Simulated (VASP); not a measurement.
A run of VASP 6.6.1 is set up as follows.

The input INCAR:

```
SYSTEM = ZnSiP2
PREC = Accurate
ENCUT = 500
EDIFF = 1E-6
ISMEAR = 0
SIGMA = 0.01
LREAL = .False.
LASPH = .True.
NELM = 120
ALGO = Normal
ISIF = 2
LWAVE = .False.
LCHARG = .False.
GGA = CA
NBANDS = 36
GGA_COMPAT = .False.
```

The input KPOINTS:

```
Automatic mesh
0
Gamma
  6 6 6
  0 0 0
```

POSCAR

```
ZnSiP2
1.0
   -2.6867032364      2.6867032364      5.2300306318
    2.6867032364     -2.6867032364      5.2300306318
    2.6867032364      2.6867032364     -5.2300306318
Zn P Si
2 4 2
Direct
    0.7500000000      0.2500000000      0.5000000000
    0.0000000000      0.0000000000      0.0000000000
    0.1423012000      0.6250000000      0.0173012000
    0.6076988000      0.1250000000      0.9826988000
    0.8750000000      0.8576988000      0.4826988000
    0.3750000000      0.3923012000      0.5173012000
    0.2500000000      0.7500000000      0.5000000000
    0.5000000000      0.5000000000      0.0000000000
```

Potentials or basis: VASP PAW LDA potentials, release 64 (Zn, P, Si).

Launch:

```bash
$ cat potpaw_LDA.64/Zn/POTCAR potpaw_LDA.64/P/POTCAR potpaw_LDA.64/Si/POTCAR > POTCAR
$ mpirun -np 1 vasp_std > vasp.out
```

(1) Estimate the pressure.

(2) Predict the band gap on the k mesh.

Answers

(1) -2.7 GPa.

(2) 1.19 eV.
